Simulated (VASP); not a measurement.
# CO2 (Cmce) in VASP: single point with PBE

Aim: the single point of CO2 with PBE.

All numbers are computed with VASP 6.6.1; they aren't measurements. Logs are shortened: lines on timing, memory, paths and dates and some standing lists are left out, and cuts for length are marked.

## (1) The cell of the first run

The structure is orthorhombic, space group Cmce (No. 64). The conventional cell has a = 5.286 Å, b = 4.760 Å, c = 6.427 Å, α = 90.00°, β = 90.00°, γ = 90.00°. C (site symmetry 2/m) has 2 O at 1.16 Å within 1.6 Å. O (site symmetry m) has 1 C at 1.16 Å within 1.6 Å.

## (2) Single point, PBE

Input file INCAR:

```
SYSTEM = CO2
  PREC = Accurate
  ENCUT = 520
  EDIFF = 1E-7
  ISMEAR = 0
  SIGMA = 0.01
  LREAL = .FALSE.
  LASPH = .TRUE.
  NELM = 100
  ALGO = Normal
  ISIF = 2
  LWAVE = .FALSE.
  LCHARG = .FALSE.
  GGA = PE
  NBANDS = 25
```

Input file KPOINTS:

```
regular mesh
0
G
  6 6 4
  0 0 0
```

Input file POSCAR:

```
CO2
1.0
    2.6429049853     -2.3798751837      0.0000000000
    2.6429049853      2.3798751837      0.0000000000
    0.0000000000      0.0000000000      6.4270279489
C O
2 4
Direct
    0.0000000000      0.0000000000      0.0000000000
    0.5000000000      0.5000000000      0.5000000000
    0.8037318635      0.1962681365      0.8928652631
    0.1962681365      0.8037318635      0.1071347369
    0.6962681365      0.3037318635      0.3928652631
    0.3037318635      0.6962681365      0.6071347369
```

Potentials or basis: VASP PAW PBE potentials, release 64 (C, O).

Started as:

```
$ cat potpaw_PBE.64/C/POTCAR potpaw_PBE.64/O/POTCAR > POTCAR
$ mpirun -np 1 vasp_std > vasp.out
```

OUTCAR:

```text
SYSTEM = CO2
   PREC = Accurate
   ENCUT = 520
   EDIFF = 1E-7
   ISMEAR = 0
   LREAL = .FALSE.
   LASPH = .TRUE.
   NELM = 100
   ISIF = 2
   GGA = PE

 ion  position               nearest neighbor table
   1  0.000  0.000  0.000-   3 1.16   4 1.16
   2  0.500  0.500  0.500-   5 1.16   6 1.16
   3  0.804  0.196  0.893-   1 1.16
   4  0.196  0.804  0.107-   1 1.16
   5  0.696  0.304  0.393-   2 1.16
   6  0.304  0.696  0.607-   2 1.16

  LATTYP: Found a base centered orthorhombic cell.
 ALAT       =     4.7597503674
 B/A-ratio  =     1.1105225196
 C/A-ratio  =     1.3502867699

  Lattice vectors:

 A1 = (  -2.6429049853,  -2.3798751837,   0.0000000000)
 A2 = (   2.6429049853,  -2.3798751837,   0.0000000000)
 A3 = (   0.0000000000,   0.0000000000,   6.4270279489)

Analysis of symmetry for initial positions (statically):
=====================================================================
 Subroutine PRICEL returns:
 Original cell was already a primitive cell.

 Routine SETGRP: Setting up the symmetry group for a
 base centered orthorhombic supercell.

 Subroutine GETGRP returns: Found  8 space group operations
 (whereof  4 operations were pure point group operations)
 out of a pool of  8 trial point group operations.

The static configuration has the point symmetry C_2h.
 The point group associated with its full space group is D_2h.

Analysis of symmetry for dynamics (positions and initial velocities):
=====================================================================
 Subroutine PRICEL returns:
 Original cell was already a primitive cell.

 Routine SETGRP: Setting up the symmetry group for a
 base centered orthorhombic supercell.

 Subroutine GETGRP returns: Found  8 space group operations
 (whereof  4 operations were pure point group operations)
 out of a pool of  8 trial point group operations.

The dynamic configuration has the point symmetry C_2h.
 The point group associated with its full space group is D_2h.

 Subroutine INISYM returns: Found  8 space group operations
 (whereof  4 operations are pure point group operations),
 and found     1 'primitive' translations

----------------------------------------------------------------------------------------

                                     Primitive cell

  volume of cell :      80.8492

  direct lattice vectors                    reciprocal lattice vectors
     2.642904985 -2.379875184  0.000000000     0.189185764 -0.210095052  0.000000000
     2.642904985  2.379875184  0.000000000     0.189185764  0.210095052  0.000000000
     0.000000000  0.000000000  6.427027949     0.000000000  0.000000000  0.155592913

  length of vectors
     3.556508492  3.556508492  6.427027949     0.282721036  0.282721036  0.155592913

  position of ions in fractional coordinates (direct lattice)
     0.000000000  0.000000000  0.000000000
     0.500000000  0.500000000  0.500000000
     0.803731863  0.196268137  0.892865263
     0.196268137  0.803731863  0.107134737
     0.696268137  0.303731863  0.392865263
     0.303731863  0.696268137  0.607134737

  ion indices of the primitive-cell ions
   primitive index   ion index
                 1           1
                 2           2
                 3           3
                 4           4
                 5           5
                 6           6

----------------------------------------------------------------------------------------

 KPOINTS: regular mesh

Automatic generation of k-mesh.
 Grid dimensions read from file:
 generate k-points for:    6    6    4

 Generating k-lattice:

  Cartesian coordinates                     Fractional coordinates (reciprocal lattice)
     0.031530961 -0.035015842  0.000000000     0.166666667  0.000000000  0.000000000
     0.031530961  0.035015842  0.000000000     0.000000000  0.166666667  0.000000000
     0.000000000  0.000000000  0.038898228     0.000000000  0.000000000  0.250000000

  Length of vectors
     0.047120173  0.047120173  0.038898228

  Shift w.r.t. Gamma in fractional coordinates (k-lattice)
     0.000000000  0.000000000  0.000000000

 Subroutine IBZKPT returns following result:
 ===========================================

 Found     39 irreducible k-points:

 Following reciprocal coordinates:
            Coordinates               Weight
  0.000000  0.000000  0.000000      1.000000
  0.166667  0.000000  0.000000      4.000000
  0.333333  0.000000  0.000000      4.000000
  0.500000  0.000000  0.000000      2.000000
  0.166667  0.166667  0.000000      2.000000
  0.333333  0.166667  0.000000      4.000000
[... 16 lines left out ...]
  0.333333  0.333333  0.250000      4.000000
  0.500000  0.333333  0.250000      8.000000
 [... further k-points ...]
   k-points           NKPTS =     39   k-points in BZ     NKDIM =     39   number of bands    NBANDS=     25
   number of dos      NEDOS =    301   number of ions     NIONS =      6
   total plane-waves  NPLWV =  37632
   dimension x,y,z NGX =    28 NGY =   28 NGZ =   48
   dimension x,y,z NGXF=    56 NGYF=   56 NGZF=   96
   ions per type =               2   4
   NGX,Y,Z   is equivalent  to a cutoff of  13.09, 13.09, 12.42 a.u.
   NGXF,Y,Z  is equivalent  to a cutoff of  26.18, 26.18, 24.83 a.u.
 SYSTEM =  CO2
   PREC   = accura    normal or accurate (medium, high low for compatibility)
   ISTART =      0    job   : 0-new  1-cont  2-samecut
   ICHARG =      2    charge: 1-file 2-atom 10-const
   ISPIN  =      1    spin polarized calculation?
   LNONCOLLINEAR =      F non collinear calculations
   LSORBIT =      F    spin-orbit coupling
   LASPH  =      T    aspherical Exc in radial PAW
   ENCUT  =  520.0 eV  38.22 Ry    6.18 a.u.   6.61  6.61 11.95*2*pi/ulx,y,z
   NELM   =    100;   NELMIN=  2; NELMDL= -5     # of ELM steps
   EDIFF  = 0.1E-06   stopping-criterion for ELM
   LREAL  =      F    real-space projection
   EDIFFG = 0.1E-05   stopping-criterion for IOM
   NSW    =      0    number of steps for IOM
   IBRION =     -1    ionic relax: 0-MD 1-quasi-New 2-CG
   NFREE  =      0    steps in history (QN), initial steepest desc. (CG)
   ISIF   =      2    stress and relaxation
   ISYM   =      2    0-nonsym 1-usesym 2-fastsym
   POTIM  = 0.5000    time-step for ionic-motion
   TEBEG  =    0.0;   TEEND  =   0.0 temperature during run
   PSTRESS=    0.0 pullay stress
   NELECT =      32.0000    total number of electrons
   NUPDOWN=      -1.0000    fix difference up-down
   EMIN   =  10.00;   EMAX   =-10.00  energy-range for DOS
   EFERMI =   0.00;   METHOD = LEGACY
   ISMEAR =     0;   SIGMA  =   0.01  broadening in eV -4-tet -1-fermi 0-gaus
   EFERMI_NEDOS =   21; number of points for ismear=-14 and -15
   IALGO  =     38    algorithm
   IMIX   =      4    mixing-type and parameters
     AMIX     =   0.40;   BMIX     =  1.00
     AMIX_MAG =   1.60;   BMIX_MAG =  1.00
  volume/ion in A,a.u.               =      13.47        90.93
  Fermi-wavevector in a.u.,A,eV,Ry     =   1.201986  2.271425 19.657304  1.444771
  Thomas-Fermi vector in A             =   2.337780
   LORBIT       =      0    0 simple, 1 ext, 2 COOP (PROOUT), +10 PAW based schemes
   GGA     = PE    functional components
   LHFCALC =     F    Hartree Fock is set to
   AEXX    =    0.0000 exact exchange contribution
   IVDW    =     0    specifies the selected vdW correction
   LEPSILON=     F    determine dielectric tensor
   LRPA    =     F    only Hartree local field effects (RPA)
 non-spin polarized calculation
 Gauss-broadening in eV      SIGMA  =   0.01
  energy-cutoff  :      520.00
  volume of cell :       80.85
 maximum number of plane-waves:      2196
 NGX is ok and might be reduce to    28
   NGX = 13   NGY = 13   NGZ = 23

 number of electron      32.0000018 magnetization

 Free energy of the ion-electron system (eV)
  ---------------------------------------------------
  ext. energy  EPLUGINS =         0.00000000
  ---------------------------------------------------
  free energy    TOTEN  =       -45.89627502 eV

  energy without entropy =      -45.89627502  energy(sigma->0) =      -45.89627502

 E-fermi :  -2.8201     XC(G=0):  -8.2872

 val. band max:       -2.9114422734   @ k =   0.5000   0.5000   0.0000
 cond. band min:       3.7693529830   @ k =   0.0000   0.0000   0.0000
 fundamental gap:      6.6807952564
 Fermi energy:        -2.8201218190

 k-point     1 :       0.0000    0.0000    0.0000
  band No.  band energies     occupation
      1     -23.9115      2.00000
      2     -23.7216      2.00000
      3     -22.6918      2.00000
      4     -22.6132      2.00000
      5      -8.1760      2.00000
      6      -8.1459      2.00000
[... 17 lines left out ...]
     24      13.0927      0.00000
     25      13.4862      0.00000

 k-point     2 :       0.1667    0.0000    0.0000
  band No.  band energies     occupation
      1     -23.8715      2.00000
      2     -23.7039      2.00000
      3     -22.6991      2.00000
      4     -22.6340      2.00000
      5      -8.3875      2.00000
      6      -8.1648      2.00000
[... 17 lines left out ...]
     24      12.2784      0.00000
     25      13.1944      0.00000

 k-point     3 :       0.3333    0.0000    0.0000
  band No.  band energies     occupation
      1     -23.7775      2.00000
      2     -23.6765      2.00000
      3     -22.7146      2.00000
      4     -22.6810      2.00000
      5      -8.5125      2.00000
      6      -8.2490      2.00000
[... 17 lines left out ...]
     24      11.1838      0.00000
     25      12.0975      0.00000

 k-point     4 :       0.5000    0.0000    0.0000
  band No.  band energies     occupation
      1     -23.6946      2.00000
      2     -23.6946      2.00000
      3     -22.7154      2.00000
      4     -22.7154      2.00000
      5      -8.4402      2.00000
      6      -8.4402      2.00000
[... 17 lines left out ...]
     24      10.9640      0.00000
     25      11.3642      0.00000
[... 477 lines left out ...]
 k-point    22 :      -0.1667    0.1667    0.2500
  band No.  band energies     occupation
      1     -23.8027      2.00000
      2     -23.7128      2.00000
      3     -22.7007      2.00000
      4     -22.6637      2.00000
      5      -8.4627      2.00000
      6      -8.1117      2.00000
[... 17 lines left out ...]
     24      11.7757      0.00000
     25      12.3832      0.00000

 k-point    23 :       0.3333    0.3333    0.2500
  band No.  band energies     occupation
      1     -23.7011      2.00000
      2     -23.6147      2.00000
      3     -22.7214      2.00000
      4     -22.7137      2.00000
      5      -8.5558      2.00000
      6      -8.4195      2.00000
[... 17 lines left out ...]
     24      11.6573      0.00000
     25      11.8727      0.00000

 k-point    24 :       0.5000    0.3333    0.2500
  band No.  band energies     occupation
      1     -23.6560      2.00000
      2     -23.5974      2.00000
      3     -22.7356      2.00000
      4     -22.7302      2.00000
      5      -8.5800      2.00000
      6      -8.3646      2.00000
[... 17 lines left out ...]
     24      10.8321      0.00000
     25      11.2487      0.00000

 [... further k-points ...]
[... 5 lines left out ...]
  --------------------------------------------------------------------------------------
  -------------------------------------------------------------------------------------
  Total        1.1758366      5.4635165      3.4727518      0.0000000     -0.0000000      0.0000000
  in kB       23.3013792    108.2696991     68.8190078      0.0000000     -0.0000000      0.0000000
  external PRESSURE =      66.7966954 kB  Pullay stress =       0.0000000 kB

 VOLUME and BASIS-vectors are now :
 -----------------------------------------------------------------------------
  energy-cutoff  :      520.00
  volume of cell :       80.85
      direct lattice vectors                 reciprocal lattice vectors
     2.642904985 -2.379875184  0.000000000     0.189185764 -0.210095052  0.000000000
     2.642904985  2.379875184  0.000000000     0.189185764  0.210095052  0.000000000
     0.000000000  0.000000000  6.427027949     0.000000000  0.000000000  0.155592913

 POSITION                                       TOTAL-FORCE (eV/Angst)
 -----------------------------------------------------------------------------------
      0.00000      0.00000      0.00000         0.000000      0.000000      0.000000
      2.64290      0.00000      3.21351         0.000000      0.000000      0.000000
      2.64290     -1.44569      5.73847         0.000000      1.157334     -0.853007
      2.64290      1.44569      0.68856         0.000000     -1.157334      0.853007
      2.64290     -0.93419      2.52496         0.000000     -1.157334     -0.853007
      2.64290      0.93419      3.90207         0.000000      1.157334      0.853007
 -----------------------------------------------------------------------------------
    total drift:                                0.000000     -0.000000     -0.000000

  FREE ENERGIE OF THE ION-ELECTRON SYSTEM (eV)
  ---------------------------------------------------
  free  energy   TOTEN  =       -45.8962750210 eV

  energy  without entropy=      -45.8962750210  energy(sigma->0) =      -45.89627502
```

It took 78 s on 1 thread of Intel Xeon Platinum 8259CL at 2.50GHz (Skylake/Cascade Lake), shared host; peak memory 0.21 GiB.

Results:

- Free energy: -45.8963 eV
- Pressure: 6.7 GPa
- Largest force: 1.438 eV/Å
- Band gap on the k mesh: 6.68 eV (least direct gap 7.24 eV)

Forces on the atoms (eV/Å):
```
C    0.000  0.000  0.000
C    0.000  0.000  0.000
O    0.000  1.157 -0.853
O    0.000 -1.157  0.853
O    0.000 -1.157 -0.853
O    0.000  1.157  0.853
```

Caveat: the cell stands under pressure; this functional lacks dispersion, which holds the molecules together, so the pressure and a relaxed volume are unreliable; forces of over 1 eV/Å act on the atoms, so gaps and moduli don't describe the material at rest. A k mesh can miss the band edges.
